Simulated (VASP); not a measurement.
# RbTi (CsCl type) in VASP: notebook

Runs on RbTi (CsCl type). Level: PBEsol. Tasks: electric field gradients.

Program: VASP 6.6.1. These are calculated values, not measurements. Logs are shortened: lines on timing, memory, paths and dates and some standing lists are left out, and cuts for length are marked.

## 1. The cell of the first run

It takes space group P4mm (No. 99, tetragonal). The conventional cell has a = 4.006 Å, b = 4.006 Å, c = 4.006 Å, α = 90.00°, β = 90.00°, γ = 90.00°. Within 4.5 Å of Rb (site symmetry 4mm) lie 8 Ti at 3.45 to 3.49 Å and 6 Rb at 4.01 Å. Within 4.5 Å of Ti (site symmetry 4mm) lie 8 Rb at 3.45 to 3.49 Å and 6 Ti at 4.01 Å.

## 2. Electric field gradients, PBEsol (atom 2 (Ti) moved by [0.0, 0.0, 0.03] A)

INCAR reads:

```
SYSTEM = RbTi
PREC = Accurate
ENCUT = 520
EDIFF = 1E-8
ISMEAR = -1
SIGMA = 0.03
LREAL = .False.
LASPH = .True.
NELM = 80
ALGO = Normal
ISIF = 2
LWAVE = .False.
LCHARG = .False.
GGA = PS
LEFG = .True.
NBANDS = 18
```

KPOINTS reads:

```
Automatic mesh
0
Gamma
  10 10 10
  0 0 0
```

POSCAR reads:

```
RbTi
1.0
    4.0063785807      0.0000000000      0.0000000000
    0.0000000000      4.0063785807      0.0000000000
    0.0000000000      0.0000000000      4.0063785807
Rb Ti
1 1
Direct
    0.0000000000      0.0000000000      0.0000000000
    0.5000000000      0.5000000000      0.5074880592
```

Potentials or basis: VASP PAW PBE potentials, release 64 (Rb_sv, Ti_sv).

Started as:

```
cat potpaw_PBE.64/Rb_sv/POTCAR potpaw_PBE.64/Ti_sv/POTCAR > POTCAR
mpirun -np 1 vasp_std > vasp.out
```

OUTCAR:

```text
SYSTEM = RbTi
   PREC = Accurate
   ENCUT = 520
   EDIFF = 1E-8
   ISMEAR = -1
   LREAL = .False.
   LASPH = .True.
   NELM = 80
   ISIF = 2
   GGA = PS

 ion  position               nearest neighbor table
   1  0.000  0.000  0.000-   2 3.45   2 3.45   2 3.45   2 3.45   2 3.49   2 3.49   2 3.49   2 3.49

   2  0.500  0.500  0.507-   1 3.45   1 3.45   1 3.45   1 3.45   1 3.49   1 3.49   1 3.49   1 3.49

  LATTYP: Found a simple cubic cell.
 ALAT       =     4.0063785807

  Lattice vectors:

 A1 = (   4.0063785807,   0.0000000000,   0.0000000000)
 A2 = (   0.0000000000,   4.0063785807,   0.0000000000)
 A3 = (   0.0000000000,   0.0000000000,   4.0063785807)

Analysis of symmetry for initial positions (statically):
=====================================================================
 Subroutine PRICEL returns:
 Original cell was already a primitive cell.

 Routine SETGRP: Setting up the symmetry group for a
 simple cubic supercell.

 Subroutine GETGRP returns: Found  8 space group operations
 (whereof  8 operations were pure point group operations)
 out of a pool of 48 trial point group operations.

The static configuration has the point symmetry C_4v.

Analysis of symmetry for dynamics (positions and initial velocities):
=====================================================================
 Subroutine PRICEL returns:
 Original cell was already a primitive cell.

 Routine SETGRP: Setting up the symmetry group for a
 simple cubic supercell.

 Subroutine GETGRP returns: Found  8 space group operations
 (whereof  8 operations were pure point group operations)
 out of a pool of 48 trial point group operations.

The dynamic configuration has the point symmetry C_4v.

 Subroutine INISYM returns: Found  8 space group operations
 (whereof  8 operations are pure point group operations),
 and found     1 'primitive' translations

----------------------------------------------------------------------------------------

                                     Primitive cell

  volume of cell :      64.3067

  direct lattice vectors                    reciprocal lattice vectors
     4.006378581  0.000000000  0.000000000     0.249601973  0.000000000  0.000000000
     0.000000000  4.006378581  0.000000000     0.000000000  0.249601973  0.000000000
     0.000000000  0.000000000  4.006378581     0.000000000  0.000000000  0.249601973

  length of vectors
     4.006378581  4.006378581  4.006378581     0.249601973  0.249601973  0.249601973

  position of ions in fractional coordinates (direct lattice)
     0.000000000  0.000000000  0.000000000
     0.500000000  0.500000000  0.507488059

  ion indices of the primitive-cell ions
   primitive index   ion index
                 1           1
                 2           2

----------------------------------------------------------------------------------------

 KPOINTS: Automatic mesh

Automatic generation of k-mesh.
 Grid dimensions read from file:
 generate k-points for:   10   10   10

 Generating k-lattice:

  Cartesian coordinates                     Fractional coordinates (reciprocal lattice)
     0.024960197  0.000000000  0.000000000     0.100000000  0.000000000  0.000000000
     0.000000000  0.024960197  0.000000000     0.000000000  0.100000000  0.000000000
     0.000000000  0.000000000  0.024960197     0.000000000  0.000000000  0.100000000

  Length of vectors
     0.024960197  0.024960197  0.024960197

  Shift w.r.t. Gamma in fractional coordinates (k-lattice)
     0.000000000  0.000000000  0.000000000

 Subroutine IBZKPT returns following result:
 ===========================================

 Found    126 irreducible k-points:

 Following reciprocal coordinates:
            Coordinates               Weight
  0.000000  0.000000  0.000000      1.000000
  0.100000  0.000000  0.000000      4.000000
  0.000000  0.000000  0.100000      2.000000
  0.200000  0.000000  0.000000      4.000000
  0.000000  0.000000  0.200000      2.000000
  0.300000  0.000000  0.000000      4.000000
[... 16 lines left out ...]
  0.500000  0.100000  0.000000      4.000000
  0.000000  0.500000  0.100000      4.000000
 [... further k-points ...]
   k-points           NKPTS =    126   k-points in BZ     NKDIM =    126   number of bands    NBANDS=     18
   number of dos      NEDOS =    301   number of ions     NIONS =      2
   total plane-waves  NPLWV =  27000
   dimension x,y,z NGX =    30 NGY =   30 NGZ =   30
   dimension x,y,z NGXF=    60 NGYF=   60 NGZF=   60
   ions per type =               1   1
   NGX,Y,Z   is equivalent  to a cutoff of  12.45, 12.45, 12.45 a.u.
   NGXF,Y,Z  is equivalent  to a cutoff of  24.90, 24.90, 24.90 a.u.
 SYSTEM =  RbTi
   PREC   = accura    normal or accurate (medium, high low for compatibility)
   ISTART =      0    job   : 0-new  1-cont  2-samecut
   ICHARG =      2    charge: 1-file 2-atom 10-const
   ISPIN  =      1    spin polarized calculation?
   LNONCOLLINEAR =      F non collinear calculations
   LSORBIT =      F    spin-orbit coupling
   LASPH  =      T    aspherical Exc in radial PAW
   ENCUT  =  520.0 eV  38.22 Ry    6.18 a.u.   7.45  7.45  7.45*2*pi/ulx,y,z
   NELM   =     80;   NELMIN=  2; NELMDL= -5     # of ELM steps
   EDIFF  = 0.1E-07   stopping-criterion for ELM
   LREAL  =      F    real-space projection
   EDIFFG = 0.1E-06   stopping-criterion for IOM
   NSW    =      0    number of steps for IOM
   IBRION =     -1    ionic relax: 0-MD 1-quasi-New 2-CG
   NFREE  =      0    steps in history (QN), initial steepest desc. (CG)
   ISIF   =      2    stress and relaxation
   ISYM   =      2    0-nonsym 1-usesym 2-fastsym
   POTIM  = 0.5000    time-step for ionic-motion
   TEBEG  =    0.0;   TEEND  =   0.0 temperature during run
   PSTRESS=    0.0 pullay stress
   NELECT =      21.0000    total number of electrons
   NUPDOWN=      -1.0000    fix difference up-down
   EMIN   =  10.00;   EMAX   =-10.00  energy-range for DOS
   EFERMI =   0.00;   METHOD = LEGACY
   ISMEAR =    -1;   SIGMA  =   0.03  broadening in eV -4-tet -1-fermi 0-gaus
   EFERMI_NEDOS =   21; number of points for ismear=-14 and -15
   IALGO  =     38    algorithm
   IMIX   =      4    mixing-type and parameters
     AMIX     =   0.40;   BMIX     =  1.00
     AMIX_MAG =   1.60;   BMIX_MAG =  1.00
  volume/ion in A,a.u.               =      32.15       216.98
  Fermi-wavevector in a.u.,A,eV,Ry     =   1.127360  2.130401 17.292195  1.270941
  Thomas-Fermi vector in A             =   2.264046
   LORBIT       =      0    0 simple, 1 ext, 2 COOP (PROOUT), +10 PAW based schemes
   GGA     = PS    functional components
   LHFCALC =     F    Hartree Fock is set to
   AEXX    =    0.0000 exact exchange contribution
   IVDW    =     0    specifies the selected vdW correction
   LEPSILON=     F    determine dielectric tensor
   LRPA    =     F    only Hartree local field effects (RPA)
 non-spin polarized calculation
  energy-cutoff  :      520.00
  volume of cell :       64.31
 maximum number of plane-waves:      1763
 NGX is ok and might be reduce to    30
   NGX = 15   NGY = 15   NGZ = 15

 number of electron      20.9999999 magnetization

 Free energy of the ion-electron system (eV)
  ---------------------------------------------------
  ext. energy  EPLUGINS =         0.00000000
  ---------------------------------------------------
  free energy    TOTEN  =        -5.51531647 eV

  energy without entropy =       -5.50708863  energy(sigma->0) =       -5.51120255

 E-fermi :   2.9744     XC(G=0):  -8.9109

 val. band max:        2.9741018945   @ k =   0.5000   0.3000   0.3000
 cond. band min:       2.9782880740   @ k =   0.4000   0.4000   0.5000
 fundamental gap:      0.0041861796
 Fermi energy:         2.9744178776

 k-point     1 :       0.0000    0.0000    0.0000
  band No.  band energies     occupation
      1     -54.4589      2.00000
      2     -30.8002      2.00000
      3     -30.8002      2.00000
      4     -30.8001      2.00000
      5     -24.2653      2.00000
      6      -8.2827      2.00000
[... 10 lines left out ...]
     17       9.2199      0.00000
     18       9.2248      0.00000
[... 463 lines left out ...]
 k-point    24 :       0.0000    0.5000    0.1000
  band No.  band energies     occupation
      1     -54.4584      2.00000
      2     -30.8118      2.00000
      3     -30.8002      2.00000
      4     -30.7992      2.00000
      5     -24.2284      2.00000
      6      -8.8511      2.00000
[... 10 lines left out ...]
     17       7.1533      0.00000
     18       7.4945      0.00000

 [... further k-points ...]

------------------------ aborting loop because EDIFF is reached ----------------------------------------

  FORCE on cell =-STRESS in cart. coord.  units (eV):
  Direction    XX          YY          ZZ          XY          YZ          ZX
  --------------------------------------------------------------------------------------
  -------------------------------------------------------------------------------------
  Total        0.0338382      0.0338382      0.0288748      0.0000000      0.0000000      0.0000000
  in kB        0.8430674      0.8430674      0.7194040      0.0000000      0.0000000      0.0000000
  external PRESSURE =       0.8018462 kB  Pullay stress =       0.0000000 kB

 VOLUME and BASIS-vectors are now :
 -----------------------------------------------------------------------------
  energy-cutoff  :      520.00
  volume of cell :       64.31
      direct lattice vectors                 reciprocal lattice vectors
     4.006378581  0.000000000  0.000000000     0.249601973  0.000000000  0.000000000
     0.000000000  4.006378581  0.000000000     0.000000000  0.249601973  0.000000000
     0.000000000  0.000000000  4.006378581     0.000000000  0.000000000  0.249601973

 POSITION                                       TOTAL-FORCE (eV/Angst)
 -----------------------------------------------------------------------------------
      0.00000      0.00000      0.00000         0.000000      0.000000      0.056142
      2.00319      2.00319      2.03319        -0.000000      0.000000     -0.056142
 -----------------------------------------------------------------------------------
    total drift:                                0.000000      0.000000      0.000054

  FREE ENERGIE OF THE ION-ELECTRON SYSTEM (eV)
  ---------------------------------------------------
  free  energy   TOTEN  =        -5.5153164690 eV

  energy  without entropy=       -5.5070886283  energy(sigma->0) =       -5.51120255

 Electric field gradients (V/A^2)
---------------------------------------------------------------------
 ion       V_xx      V_yy      V_zz      V_xy      V_xz      V_yz
---------------------------------------------------------------------
   1       0.053     0.053    -0.106    -0.000     0.000    -0.000
   2       0.014     0.014    -0.028    -0.000     0.000     0.000
---------------------------------------------------------------------

 Electric field gradients after diagonalization (V/A^2)
 (convention: |V_zz| > |V_xx| > |V_yy|)
----------------------------------------------------------------------
 ion       V_xx      V_yy      V_zz     asymmetry (V_yy - V_xx)/ V_zz
----------------------------------------------------------------------
   1       0.053     0.053    -0.106       0.000
   2       0.014     0.014    -0.028       0.000
----------------------------------------------------------------------

           NMR quadrupolar parameters

 Cq : quadrupolar parameter    Cq=e*Q*V_zz/h
 eta: asymmetry parameters     (V_yy - V_xx)/ V_zz
 Q  : nuclear electric quadrupole moment in mb (millibarn)
----------------------------------------------------------------------
 ion       Cq(MHz)       eta       Q (mb)
----------------------------------------------------------------------
   1      -0.000       0.000       1.000
   2      -0.000       0.000       1.000
----------------------------------------------------------------------
```

Run time: 2.5 min. Hardware: 1 thread of Intel Xeon Platinum 8259CL at 2.50GHz (Skylake/Cascade Lake), shared host; peak memory 0.27 GiB.

Results:

```
Free energy                             : -5.5153 eV
Pressure                                : 0.1 GPa
Largest force                           : 0.056 eV/Å
Band gap on the k mesh                  : zero (an odd number of electrons rules out a gap without spin polarisation)
Largest electric field gradient by atom : Rb -0.11; Ti -0.03 V/Å²
```

Forces in eV/Å, atoms in the order of the input:
```
Rb   0.000  0.000  0.056
Ti   0.000  0.000 -0.056
```

Caveat: the cell differs from its parent crystal (atom 2 (Ti) moved by [0.0, 0.0, 0.03] A); without QUAD_EFG the Cq values of the log hold for a quadrupole moment of 1 mb, not for the nuclei; the PAW data sets were made with another functional, which shifts forces and pressure a little.

## 3. Electric field gradients, PBEsol (atom 2 (Ti) moved by [0.0, 0.0, 0.03] A)

INCAR reads:

```
PREC     = Accurate       # precision mode
ENCUT    = 520            # plane-wave cutoff, eV
EDIFF    = 1E-8           # SCF threshold, eV
ISMEAR   = -1             # smearing method
SIGMA    = 0.03           # smearing width, eV
LREAL    = False          # projectors in reciprocal space
LASPH    = True           # aspherical terms in the spheres
NELM     = 60             # most SCF steps
ALGO     = Normal         # electronic algorithm
ISIF     = 2              # what is computed and relaxed
LWAVE    = False          # write WAVECAR
LCHARG   = False          # write CHGCAR
GGA      = PS             # functional
LEFG     = True         
NBANDS   = 18             # bands
```

KPOINTS reads:

```
Automatic mesh
0
Gamma
  10 10 10
```

POSCAR is that of step 2.

Potentials or basis: VASP PAW PBE potentials, release 64 (Rb_sv, Ti_sv).

Started as:

```
cat potpaw_PBE.64/Rb_sv/POTCAR potpaw_PBE.64/Ti_sv/POTCAR > POTCAR
mpirun -np 1 vasp_std > vasp.out
```

OUTCAR:

```text
PREC = Accurate
   ENCUT = 520
   EDIFF = 1E-8
   ISMEAR = -1
   LREAL = False
   LASPH = True
   NELM = 60
   ISIF = 2
   GGA = PS

 ion  position               nearest neighbor table
   1  0.000  0.000  0.000-   2 3.45   2 3.45   2 3.45   2 3.45   2 3.49   2 3.49   2 3.49   2 3.49

   2  0.500  0.500  0.507-   1 3.45   1 3.45   1 3.45   1 3.45   1 3.49   1 3.49   1 3.49   1 3.49

  LATTYP: Found a simple cubic cell.
 ALAT       =     4.0063785807

  Lattice vectors:

[... 718 lines left out ...]
  ---------------------------------------------------
  free  energy   TOTEN  =        -5.5153164690 eV

  energy  without entropy=       -5.5070886283  energy(sigma->0) =       -5.51120255

 Electric field gradients (V/A^2)
---------------------------------------------------------------------
 ion       V_xx      V_yy      V_zz      V_xy      V_xz      V_yz
---------------------------------------------------------------------
   1       0.053     0.053    -0.106    -0.000     0.000    -0.000
   2       0.014     0.014    -0.028    -0.000     0.000     0.000
---------------------------------------------------------------------

 Electric field gradients after diagonalization (V/A^2)
 (convention: |V_zz| > |V_xx| > |V_yy|)
----------------------------------------------------------------------
 ion       V_xx      V_yy      V_zz     asymmetry (V_yy - V_xx)/ V_zz
----------------------------------------------------------------------
   1       0.053     0.053    -0.106       0.000
   2       0.014     0.014    -0.028       0.000
----------------------------------------------------------------------

           NMR quadrupolar parameters

 Cq : quadrupolar parameter    Cq=e*Q*V_zz/h
 eta: asymmetry parameters     (V_yy - V_xx)/ V_zz
 Q  : nuclear electric quadrupole moment in mb (millibarn)
----------------------------------------------------------------------
 ion       Cq(MHz)       eta       Q (mb)
----------------------------------------------------------------------
   1      -0.000       0.000       1.000
   2      -0.000       0.000       1.000
----------------------------------------------------------------------
```

OSZICAR:

```text
N       E                     dE             d eps       ncg     rms          rms(c)
DAV:   1     0.186260958609E+03    0.18626E+03   -0.10392E+04  4536   0.114E+03
DAV:   2     0.125799735010E+02   -0.17368E+03   -0.16939E+03  4760   0.317E+02
DAV:   3    -0.600417606714E+01   -0.18584E+02   -0.18316E+02  8166   0.872E+01
DAV:   4    -0.706378173441E+01   -0.10596E+01   -0.10556E+01  5348   0.172E+01
DAV:   5    -0.711939239356E+01   -0.55611E-01   -0.55583E-01  6564   0.314E+00    0.101E+01
DAV:   6    -0.637112616377E+01    0.74827E+00   -0.30852E+01  5080   0.240E+01    0.721E+00
DAV:   7    -0.553299008560E+01    0.83814E+00   -0.11269E+01  5136   0.147E+01    0.298E+00
DAV:   8    -0.553877726051E+01   -0.57872E-02   -0.94063E-01  4932   0.458E+00    0.127E+00
DAV:   9    -0.551450022017E+01    0.24277E-01   -0.22631E-01  4976   0.239E+00    0.288E-01
DAV:  10    -0.551538911518E+01   -0.88890E-03   -0.57795E-03  5580   0.502E-01    0.757E-02
DAV:  11    -0.551531874904E+01    0.70366E-04   -0.12481E-03  6598   0.189E-01    0.381E-02
DAV:  12    -0.551531587254E+01    0.28765E-05   -0.68163E-05  4970   0.441E-02    0.139E-02
DAV:  13    -0.551531684936E+01   -0.97682E-06   -0.39600E-06  5188   0.161E-02    0.613E-03
DAV:  14    -0.551531646792E+01    0.38144E-06   -0.46610E-06  6276   0.105E-02    0.572E-04
DAV:  15    -0.551531646899E+01   -0.10682E-08   -0.95823E-08  4442   0.175E-03
   1 F= -.55153165E+01 E0= -.55112025E+01  d E =-.822784E-02
```

Wall time 2.3 min (1 thread of Intel Xeon Platinum 8259CL at 2.50GHz (Skylake/Cascade Lake), shared host); peak memory 0.27 GiB.

What came out:

```
Free energy                             : -5.5153 eV
Pressure                                : 0.1 GPa
Largest force                           : 0.056 eV/Å
Band gap on the k mesh                  : zero (an odd number of electrons rules out a gap without spin polarisation)
Largest electric field gradient by atom : Rb -0.11; Ti -0.03 V/Å²
```

Forces in eV/Å, atoms in the order of the input:
```
Rb   0.000  0.000  0.056
Ti   0.000  0.000 -0.056
```

Caveat: the cell differs from its parent crystal (atom 2 (Ti) moved by [0.0, 0.0, 0.03] A); without QUAD_EFG the Cq values of the log hold for a quadrupole moment of 1 mb, not for the nuclei; the PAW data sets were made with another functional, which shifts forces and pressure a little.

[end of part 1 of 3]
